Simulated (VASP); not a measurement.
A run of VASP 6.6.1 is set up as follows.

Contents of INCAR:

```
ALGO = Normal
EDIFF = 1E-7
ENCUT = 520
GGA = PE
ISIF = 2
ISMEAR = 0
LASPH = True
LCHARG = True
LELF = True
LREAL = False
LVHAR = True
LWAVE = False
NBANDS = 8
NELM = 60
PREC = Accurate
SIGMA = 0.15
```

File KPOINTS:

```
k-points
0
Gamma
  22 22 22
```

File POSCAR:

```
Al
1.0
   -1.5777124206      1.5777124206      1.7001429044
    1.5777124206     -1.5777124206      1.7001429044
    1.5777124206      1.5777124206     -1.7001429044
Al
1
Direct
    0.0000000000      0.0000000000      0.0000000000
```

Potentials or basis: VASP PAW PBE potentials, release 64 (Al).

The run is started by

```console
$ cat potpaw_PBE.64/Al/POTCAR > POTCAR
$ mpirun -np 1 vasp_std > vasp.out
```

**Question.** Estimate the pressure.

**Answer.** -0.1 GPa.

Stress tensor (GPa, compression positive):
```
-1.13  0.00  0.00
 0.00 -1.13  0.00
 0.00  0.00  1.85
```
